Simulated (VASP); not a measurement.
Ru, 2 atoms in the cell. Symmetry: Fd-3m, No. 227, cubic system. Conventional cell: a = 5.133 Å, b = 5.133 Å, c = 5.133 Å, α = 90.00°, β = 90.00°, γ = 90.00°. Within 2.9 Å of Ru (site symmetry -43m) lie 4 Ru at 2.22 Å.  This cell differs from its parent crystal: volume scaled by 0.88.

- Program: VASP 6.6.1
- Task: single point
- Functional: LDA
- Potentials or basis: VASP PAW LDA potentials, release 64 (Ru_pv)
- Cutoff: 520 eV
- k mesh: 11 × 11 × 11
- Occupations: fermi-dirac, width 0.1 eV
- Spin: no spin polarisation
- Dipole correction: no
- Further INCAR settings: ALGO = Normal; EDIFF = 1e-07; NBANDS = 21

Potentials or basis: VASP PAW LDA potentials, release 64 (Ru_pv).

Command:

```sh
$ cat potpaw_LDA.64/Ru_pv/POTCAR > POTCAR
$ mpirun -np 1 vasp_std > vasp.out
```

Hardware: 1 thread of Intel Xeon 6975P-C, with other jobs on the host.

Task: Estimate the wall time of this run.

Result: Wall time 52 s on 1 thread of Intel Xeon 6975P-C, with other jobs on the host, peak memory 0.16 GiB. Counts: scf iterations 12, k points 56.
